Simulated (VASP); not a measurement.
# C in VASP: vibrations by perturbation theory with PBEsol

Aim: the vibrations by perturbation theory of C with PBEsol.

All numbers are computed with VASP 6.6.1; they aren't measurements. Logs are shortened: lines on timing, memory, paths and dates and some standing lists are left out, and cuts for length are marked.

## 1. The cell of the first run

The cell holds a slab with vacuum, 2 atoms: a = 2.459 Å, b = 2.459 Å, c = 8.352 Å, α = 90.00°, β = 90.00°, γ = 120.00°.

## 2. Vibrations by perturbation theory, PBEsol (21.87 Å³/atom)

INCAR reads:

```
SYSTEM = C
PREC = Accurate
ENCUT = 520
EDIFF = 1E-8
ISMEAR = -1
SIGMA = 0.15
LREAL = .FALSE.
LASPH = .TRUE.
NELM = 80
ALGO = Normal
ISIF = 2
LWAVE = .FALSE.
LCHARG = .TRUE.
GGA = PS
NBANDS = 11
IBRION = 8
NSW = 1
```

KPOINTS reads:

```
regular mesh
0
G
  18 18 6
  0 0 0
```

POSCAR reads:

```
C
1.0
    2.4588472126      0.0000000000      0.0000000000
   -1.2294236063      2.1294241502      0.0000000000
    0.0000000000      0.0000000000      8.3521983039
C
2
Direct
    0.3333333333      0.6666666667      0.0000000000
    0.6666666667      0.3333333333      0.0000000000
```

Potentials or basis: VASP PAW PBE potentials, release 64 (C).

Run with:

```sh
> cat potpaw_PBE.64/C/POTCAR > POTCAR
> mpirun -np 1 vasp_std > vasp.out
```

OUTCAR:

```text
SYSTEM = C
   PREC = Accurate
   ENCUT = 520
   EDIFF = 1E-8
   ISMEAR = -1
   LREAL = .FALSE.
   LASPH = .TRUE.
   NELM = 80
   ISIF = 2
   GGA = PS
   IBRION = 8
   NSW = 1

 ion  position               nearest neighbor table
   1  0.333  0.667  0.000-   2 1.42   2 1.42   2 1.42
   2  0.667  0.333  0.000-   1 1.42   1 1.42   1 1.42

  LATTYP: Found a hexagonal cell.
 ALAT       =     2.4588472126
 C/A-ratio  =     3.3967943437

  Lattice vectors:

 A1 = (   2.4588472126,   0.0000000000,   0.0000000000)
 A2 = (  -1.2294236063,   2.1294241502,   0.0000000000)
 A3 = (   0.0000000000,   0.0000000000,   8.3521983039)

Analysis of symmetry for initial positions (statically):
=====================================================================
 Subroutine PRICEL returns:
 Original cell was already a primitive cell.

 Routine SETGRP: Setting up the symmetry group for a
 hexagonal supercell.

 Subroutine GETGRP returns: Found 24 space group operations
 (whereof 24 operations were pure point group operations)
 out of a pool of 24 trial point group operations.

The static configuration has the point symmetry D_6h.

Analysis of symmetry for dynamics (positions and initial velocities):
=====================================================================
 Subroutine PRICEL returns:
 Original cell was already a primitive cell.

 Routine SETGRP: Setting up the symmetry group for a
 hexagonal supercell.

 Subroutine GETGRP returns: Found 24 space group operations
 (whereof 24 operations were pure point group operations)
 out of a pool of 24 trial point group operations.

The dynamic configuration has the point symmetry D_6h.

 Subroutine INISYM returns: Found 24 space group operations
 (whereof 24 operations are pure point group operations),
 and found     1 'primitive' translations

----------------------------------------------------------------------------------------
[... 504 lines left out ...]
     0.000000000  0.000000000  8.352198304     0.000000000  0.000000000  0.119728958

 POSITION                                       TOTAL-FORCE (eV/Angst)
 -----------------------------------------------------------------------------------
     -0.00000      1.41962      0.00000        -0.000000      0.000000      0.000000
      1.22942      0.70981      0.00000         0.000000     -0.000000      0.000000
 -----------------------------------------------------------------------------------
    total drift:                                0.000000     -0.000000      0.000000

  FREE ENERGIE OF THE ION-ELECTRON SYSTEM (eV)
  ---------------------------------------------------
  free  energy   TOTEN  =       -19.2841478348 eV

  energy  without entropy=      -19.2811464624  energy(sigma->0) =      -19.28264715

[... ionic steps 2 to 3 ...]

--------------------------------------- Ionic step        4  -------------------------------------------

------------------------ aborting loop because EDIFF is reached ----------------------------------------

[... ionic steps 5 to 5 ...]

--------------------------------------- Ionic step        6  -------------------------------------------

 Free energy of the ion-electron system (eV)
  ---------------------------------------------------
  ---------------------------------------------------
  free energy    TOTEN  =        -0.14141199 eV

  energy without entropy =       -0.14141199

------------------------ aborting loop because EDIFF is reached ----------------------------------------

 INTERNAL STRAIN TENSOR  FOR ION    1  DIRECTION 3   (eV/Angst):
 -----------------------------------------------------------------------------
     0.00034  0.00000 -0.00000
    -0.00000  0.00034 -0.00000
     0.00000 -0.00000 -0.00059

 INTERNAL STRAIN TENSOR FOR ION    2 for displacements in x,y,z  (eV/Angst):
          X           Y           Z          XY          YZ          ZX
  --------------------------------------------------------------------------------
  x     0.00000     0.00000     0.00000    11.84790     0.00000     0.00000
  y    11.84790   -11.84790     0.00000     0.00000     0.00000     0.00000
  z     0.00000     0.00000     0.00000     0.00000     0.00000     0.00000

 SECOND DERIVATIVES (NOT SYMMETRIZED)
 ------------------------------------
               1X          1Y          1Z          2X          2Y          2Z
  1X   -54.423580    0.000000    0.000000   54.423580   -0.000000    0.000000
  1Y     0.000000  -54.423580    0.000000   -0.000000   54.423580    0.000000
  1Z     0.000000    0.000000  -16.905943    0.000000   -0.000000   16.905943
  2X    54.423580   -0.000000    0.000000  -54.423580    0.000000    0.000000
  2Y    -0.000000   54.423580    0.000000    0.000000  -54.423580    0.000000
  2Z     0.000000   -0.000000   16.905943    0.000000    0.000000  -16.905943

 Eigenvectors and eigenvalues of the dynamical matrix
 ----------------------------------------------------

   1 f  =   47.061926 THz   295.698799 2PiTHz 1569.816863 cm-1   194.632398 meV
             X         Y         Z           dx          dy          dz
     -0.000000  1.419616  0.000000     0.000001    0.707107    0.000000
      1.229424  0.709808  0.000000    -0.000001   -0.707107    0.000000
[... 11 lines left out ...]
   4 f  =    0.000000 THz     0.000001 2PiTHz    0.000005 cm-1     0.000001 meV
             X         Y         Z           dx          dy          dz
     -0.000000  1.419616  0.000000     0.000000    0.000000   -0.707107
      1.229424  0.709808  0.000000     0.000000    0.000000   -0.707107

   5 f/i=    0.000000 THz     0.000003 2PiTHz    0.000014 cm-1     0.000002 meV
             X         Y         Z           dx          dy          dz
     -0.000000  1.419616  0.000000     0.675013    0.210613    0.000000
      1.229424  0.709808  0.000000     0.675013    0.210613    0.000000

   6 f/i=    0.000001 THz     0.000005 2PiTHz    0.000026 cm-1     0.000003 meV
             X         Y         Z           dx          dy          dz
     -0.000000  1.419616  0.000000    -0.210613    0.675013    0.000000
      1.229424  0.709808  0.000000    -0.210613    0.675013    0.000000

--------------------------------------------------------------------------------------------------------

 ELASTIC MODULI CONTR FROM IONIC RELAXATION (kBar)
 Direction    XX          YY          ZZ          XY          YZ          ZX
 --------------------------------------------------------------------------------
 XX         -94.4957     94.4957      0.0000      0.0000      0.0000      0.0000
 YY          94.4957    -94.4957      0.0000     -0.0000      0.0000      0.0000
 ZZ           0.0000      0.0000      0.0000      0.0000      0.0000      0.0000
 XY           0.0000     -0.0000      0.0000    -94.4957      0.0000      0.0000
 YZ           0.0000      0.0000      0.0000      0.0000      0.0000      0.0000
 ZX           0.0000      0.0000      0.0000      0.0000      0.0000      0.0000
 --------------------------------------------------------------------------------
```

It took 2.9 min on 1 thread of Intel Xeon 6975P-C (Granite Rapids), shared host; peak memory 0.63 GiB.

What came out:

* Highest phonon frequency at Γ: 1570 cm⁻¹

Phonon frequencies in cm⁻¹ (negative: imaginary):
```csv
q point,frequencies
"(0.000, 0.000, 0.000)",0 0 0 875 1570 1570
```

Caveat: the PAW data sets were made with another functional, which shifts forces and pressure a little.
